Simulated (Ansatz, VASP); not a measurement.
**One calculation of SiC, two programs**

File INCAR:

```
PREC = Accurate ; ENCUT = 600
EDIFF = 1E-6 ; ISMEAR = 0
SIGMA = 0.01 ; LREAL = False
LASPH = True ; NELM = 120
ALGO = Normal ; ISIF = 2
LWAVE = False ; LCHARG = False
GGA = PS ; NBANDS = 26
GGA_COMPAT = False
```

File KPOINTS:

```
Automatic mesh
0
Gamma
  12 12 4
```

POSCAR

```
SiC
1.0
    3.0780369057     -0.0000000029      0.0000000000
   -1.5390184503      2.6656581556      0.0000000000
    0.0000000000      0.0000000000     10.0756978007
Si C
4 4
Direct
    0.6666666667      0.3333333333      0.9378298189
    0.3333333333      0.6666666667      0.4378298189
    0.0000000000      0.0000000000      0.6878977740
    0.0000000000      0.0000000000      0.1878977740
    0.6666666667      0.3333333333      0.7498180172
    0.3333333333      0.6666666667      0.2498180172
    0.0000000000      0.0000000000      0.5004533900
    0.0000000000      0.0000000000      0.0004533900
```

Input for Ansatz:

```yaml
crystal:
  lattice:
    - [3.0780369057, -2.9e-09, 0.0]
    - [-1.5390184503, 2.6656581556, 0.0]
    - [0.0, 0.0, 10.0756978007]
  atoms:
    - { symbol: Si, position: [0.6666666667, 0.3333333333, 0.9378298189] }
    - { symbol: Si, position: [0.3333333333, 0.6666666667, 0.4378298189] }
    - { symbol: Si, position: [0.0, 0.0, 0.687897774] }
    - { symbol: Si, position: [0.0, 0.0, 0.187897774] }
    - { symbol: C, position: [0.6666666667, 0.3333333333, 0.7498180172] }
    - { symbol: C, position: [0.3333333333, 0.6666666667, 0.2498180172] }
    - { symbol: C, position: [0.0, 0.0, 0.50045339] }
    - { symbol: C, position: [0.0, 0.0, 0.00045339] }
basis:
  ecutwfc: 420
  xc_grid: 2
kpoints:
  mp_grid: { grid: [12, 12, 4] }
  band_path: { path: [VBM, CBM], npoints: 2 }
hamiltonian:
  xc: pbesol
scf:
  occupations: { method: gaussian, width: 0.01 }
output:
  forces: true
  stress: true
  eigenvalues: true
```

Alike in both runs: task single point; functional PBEsol; k mesh 12 × 12 × 4; occupations gaussian, width 0.01 eV; no spin polarisation.

```csv
,VASP,Ansatz
version,VASP 6.6.1,Ansatz 0.2.0
potentials or method,"VASP PAW PBE potentials, release 64 (Si, C), cutoff 600 eV","scalar-relativistic, plane waves, PAW"
valence electrons in the cell,32,32
```

Ansatz gave:

```
gap on the k mesh at the Fermi level (eV) : 2.12
least direct gap on the mesh (eV)         : 3.24
pressure (GPa)                            : 0.0
```

Question: Estimate VASP's values.

Answer: gap on the k mesh at the Fermi level (eV): 2.11; least direct gap on the mesh (eV): 3.23; pressure (GPa): 0.2.

VASP's potentials were made for PBE, not for PBEsol.
